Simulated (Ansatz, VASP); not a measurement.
## InGa2N3: VASP beside Ansatz

```
In Ga N
1.0
     2.61222    1.50817    4.35727
    -2.61222    1.50817    4.35727
     0.00000   -3.01633    4.35727
In Ga N
1 2 3
Direct
  0.50000 0.50000 0.50000
  0.12220 0.12220 0.12220
  0.87780 0.87780 0.87780
  0.00000 0.50000 0.50000
  0.50000 0.00000 0.50000
  0.50000 0.50000 0.00000
```

Change from the starting cell: species swapped into the Zr2AlFe3 type (R-3m, No. 166).

Alike in both runs: task single point; functional PBE; k mesh 6 × 6 × 6; occupations gaussian, width 0.1 eV; no spin polarisation.

```csv
,VASP,Ansatz
version,VASP 6.6.1,Ansatz 0.2.0
potentials or method,"VASP PAW PBE potentials, release 64 (In_d, Ga_d, N), cutoff 520 eV","scalar-relativistic, plane waves, PAW"
valence electrons in the cell,54,54
```

```tsv
	VASP	Ansatz	Ansatz less VASP
gap on the k mesh at the Fermi level (eV)	none	none	-
pressure (GPa)	-12.8	-12.8	+0.04
traceless stress, the component that is largest in VASP (GPa)	-6.97	-6.99	-0.020
rms of the force components (eV/Å)	0.136	0.137	+0.0005
```

Atom by atom the forces differ by 0.000 eV/Å (rms over components). A gap of «none» marks a metal or a gap that the smearing closes.
